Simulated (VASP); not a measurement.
Wanted: the native input for a VASP 6.6.1 run.

```yaml
Task: single point
Functional: r2SCANh
Potentials_or_basis: VASP PAW PBE potentials, release 64 (Ir)
Cutoff: 520 eV
k_mesh: 6 × 6 × 6
Occupations: fermi-dirac, width 0.05 eV
Spin: no spin polarisation
Dipole_correction: no
Grid_for_exact_exchange_PRECFOCK: Normal
Further_INCAR_settings: ALGO = Normal; EDIFF = 1e-06; NBANDS = 10
```

The system is Ir.

```
Ir
1.0
     0.00000    1.90274    1.90274
     1.90274    0.00000    1.90274
     1.90274    1.90274    0.00000
Ir
1
Direct
  0.00000 0.00000 0.00000
```

The input as run:

POSCAR

```
Ir
1.0
    0.0000000000      1.9027432368      1.9027432368
    1.9027432368      0.0000000000      1.9027432368
    1.9027432368      1.9027432368      0.0000000000
Ir
1
Direct
    0.0000000000      0.0000000000      0.0000000000
```

INCAR.step1

```
PREC = Accurate
ENCUT = 520
EDIFF = 1E-5
ISMEAR = -1
SIGMA = 0.05
LREAL = F
LASPH = T
NELM = 80
ALGO = Normal
ISIF = 2
LWAVE = T
LCHARG = F
NBANDS = 10
GGA = PE
```

INCAR.step2

```
PREC = Accurate
ENCUT = 520
EDIFF = 1E-6
ISMEAR = -1
SIGMA = 0.05
LREAL = F
LASPH = T
NELM = 80
ALGO = Normal
ISIF = 2
LWAVE = F
LCHARG = F
METAGGA = R2SCAN
LHFCALC = T
AEXX = 0.1
LMIXTAU = T
PRECFOCK = Normal
NBANDS = 10
ISTART = 1
```

KPOINTS

```
Automatic mesh
0
Gamma
  6 6 6
```

Potentials or basis: VASP PAW PBE potentials, release 64 (Ir).

Command:

```bash
$ cat potpaw_PBE.64/Ir/POTCAR > POTCAR
$ cp INCAR.step1 INCAR
$ mpirun -np 1 vasp_std > vasp.out
$ cp INCAR.step2 INCAR
$ mpirun -np 1 vasp_std > vasp.out
```

Results of the run:

```json
{"Pressure": "11.9 GPa"}
```

Caveat: the k points lie up to 0.48 Å⁻¹ apart; the PAW data sets were made with another functional, which shifts forces and pressure a little.

It took 7.5 min on 1 thread of Intel(R) Xeon(R) Platinum 8259CL CPU @ 2.50GHz (Skylake/Cascade Lake), with other jobs on the host, peak memory 0.14 GiB.
